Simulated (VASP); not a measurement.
Set up this calculation in VASP 6.6.1, as the native input.

```yaml
Task: single point
Functional: r2SCAN
Potentials_or_basis: VASP PAW PBE potentials, release 64 (Al, Ga_d, N)
Cutoff: 520 eV
k_mesh: 6 × 6 × 6
Occupations: gaussian, width 0.02 eV
Spin: no spin polarisation
Dipole_correction: no
Further_INCAR_settings: ALGO = Normal; EDIFF = 1e-07; NBANDS = 41
```

The system is AlGa3N4.

```
Al Ga N
1.0
     4.31733    0.00000    0.00000
     0.00000    4.31733    0.00000
     0.00000    0.00000    4.31733
Al Ga N
1 3 4
Cartesian
  0.0000 0.0000 0.0000
  2.1587 2.1587 0.0000
  2.1587 0.0000 2.1587
  0.0000 2.1587 2.1587
  3.2617 3.2617 1.0556
  3.2617 1.0556 3.2617
  1.0556 3.2617 3.2617
  1.0556 1.0556 1.0556
```

The input as run:

POSCAR

```
AlGa3N4
1.0
    4.3173253160      0.0000000000      0.0000000000
    0.0000000000      4.3173253160      0.0000000000
    0.0000000000      0.0000000000      4.3173253160
Al Ga N
1 3 4
Direct
    0.0000000000      0.0000000000      0.0000000000
    0.5000000000      0.5000000000      0.0000000000
    0.5000000000      0.0000000000      0.5000000000
    0.0000000000      0.5000000000      0.5000000000
    0.7555018013      0.7555018013      0.2444981987
    0.7555018013      0.2444981987      0.7555018013
    0.2444981987      0.7555018013      0.7555018013
    0.2444981987      0.2444981987      0.2444981987
```

INCAR.step1

```
PREC = Accurate ; ENCUT = 520
ISMEAR = 0 ; SIGMA = 0.02
LREAL = False ; LASPH = True
NELM = 80 ; NBANDS = 41
GGA = PE ; ALGO = Normal
EDIFF = 1E-4 ; LWAVE = True
LCHARG = False
```

INCAR.step2

```
PREC = Accurate ; ENCUT = 520
EDIFF = 1E-7 ; ISMEAR = 0
SIGMA = 0.02 ; LREAL = False
LASPH = True ; NELM = 80
ALGO = Normal ; ISIF = 2
LWAVE = False ; LCHARG = False
METAGGA = R2SCAN ; LMIXTAU = True
NBANDS = 41 ; ISTART = 1
```

KPOINTS

```
Automatic mesh
0
Gamma
  6 6 6
```

Potentials or basis: VASP PAW PBE potentials, release 64 (Al, Ga_d, N).

Command:

```console
$ cat potpaw_PBE.64/Al/POTCAR potpaw_PBE.64/Ga_d/POTCAR potpaw_PBE.64/N/POTCAR > POTCAR
$ cp INCAR.step1 INCAR
$ mpirun -np 1 vasp_std > vasp.out
$ cp INCAR.step2 INCAR
$ mpirun -np 1 vasp_std > vasp.out
```

Results of the run:

```yaml
Pressure: 26.1 GPa
Largest_force: 0.090 eV/Å
Band_gap_on_the_k_mesh: 3.56 eV
```

Caveat: the cell stands under pressure; the PAW data sets were made with another functional, which shifts forces and pressure a little.

Run time: 2.6 min on 1 thread of Intel(R) Xeon(R) Platinum 8259CL CPU @ 2.50GHz (Skylake/Cascade Lake) (shared host), peak memory 0.22 GiB.
